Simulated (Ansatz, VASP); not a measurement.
# One calculation of RbSi6, two programs

```
Rb Si
1.0
    -3.13955    3.13955    3.13955
     3.13955   -3.13955    3.13955
     3.13955    3.13955   -3.13955
Rb Si
1 6
Direct
  0.00000 0.00000 0.00000
  0.75000 0.25000 0.50000
  0.25000 0.75000 0.50000
  0.50000 0.25000 0.75000
  0.75000 0.50000 0.25000
  0.50000 0.75000 0.25000
  0.25000 0.50000 0.75000
```

Alike in both runs: task single point; functional PBE; k mesh 4 × 4 × 4; occupations gaussian, width 0.1 eV; no spin polarisation.

```csv
,VASP,Ansatz
version,VASP 6.6.1,Ansatz 0.2.0
potentials or method,"VASP PAW PBE potentials, release 64 (Rb_sv, Si), cutoff 520 eV","scalar-relativistic, plane waves, PAW"
valence electrons in the cell,33,33
```

```csv
,VASP,Ansatz,Ansatz less VASP
gap on the k mesh at the Fermi level (eV),none,none,-
pressure (GPa),26.4,26.5,+0.03
```

A gap of «none» marks a metal or a gap that the smearing closes. With one functional, cell and mesh, what is left measures potentials, basis and numerics.
